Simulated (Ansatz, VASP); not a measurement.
# Hg in VASP and in Ansatz

```
Hg
1.0
    -1.42968    1.42968    1.42968
     1.42968   -1.42968    1.42968
     1.42968    1.42968   -1.42968
Hg
1
Cartesian
  0.0000 0.0000 0.0000
```

Change from the starting cell: volume scaled by 0.52, PAW files.

Alike in both runs: task single point; functional LDA; k mesh 15 × 15 × 15; occupations fermi-dirac, width 0.1 eV; no spin polarisation.

|  | VASP | Ansatz |
| --- | --- | --- |
| version | VASP 6.6.1 | Ansatz 0.2.0 |
| potentials or method | VASP PAW LDA potentials, release 64 (Hg_sv_GW) | PAW with Ansatz's default frozen-core files, scalar-relativistic |
| plane-wave cutoff (eV) | 550 | 420 |
| valence electrons in the cell | 20 | 20 |

Ansatz gave:

```
pressure (GPa) : 260.8
```

Question: What did VASP give for the same quantities?

Answer: Pressure (GPa): 264.3.

LDA's correlation is that of Perdew and Zunger in VASP and of Perdew and Wang (1992) in Ansatz. Both programs put the cell under a high pressure, so it lies far from rest at this level.

Spin-orbit coupling is off throughout. Noted on VASP's run: the cell as given lies far from equilibrium.
